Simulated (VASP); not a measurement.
Wanted: the native input for a VASP 6.6.1 run.

```
Task                   : single point
Functional             : PBE
Potentials or basis    : VASP PAW PBE potentials, release 64 (Sc_sv)
Cutoff                 : 520 eV
k mesh                 : 7 × 7 × 10
Occupations            : fermi-dirac, width 0.1 eV
Spin                   : no spin polarisation
Dipole correction      : no
Further INCAR settings : ALGO = Normal; EDIFF = 1e-07; NBANDS = 24
```

The structure of Sc lies in POSCAR:

```
Sc
1.0
    5.1396447438      0.0000000000      0.0000000000
   -2.5698223719      4.4510629145      0.0000000000
    0.0000000000      0.0000000000      3.2193483776
Sc
3
Direct
    1.0000000000      1.0000000000      0.0000000000
    0.3333333333      0.6666666667      0.5000000000
    0.6666666667      0.3333333333      0.5000000000
```

This isn't the form of Sc at room conditions, which is hcp.

One way to write it, as run:

INCAR

```
SYSTEM = Sc
PREC = Accurate
ENCUT = 520
EDIFF = 1E-7
ISMEAR = -1
SIGMA = 0.1
LREAL = .FALSE.
LASPH = .TRUE.
NELM = 100
ALGO = Normal
ISIF = 2
LWAVE = .FALSE.
LCHARG = .FALSE.
GGA = PE
NBANDS = 24
```

KPOINTS

```
regular mesh
0
G
  7 7 10
  0 0 0
```

Potentials or basis: VASP PAW PBE potentials, release 64 (Sc_sv).

Launch:

```bash
$ cat potpaw_PBE.64/Sc_sv/POTCAR > POTCAR
$ mpirun -np 1 vasp_std > vasp.out
```

It gave:

```json
{
  "Pressure": "0.0 GPa",
  "Band gap on the k mesh": "zero (an odd number of electrons rules out a gap without spin polarisation)"
}
```

It took 94 s on 1 thread of Intel Xeon 8259CL, with other jobs on the host, peak memory 0.22 GiB.
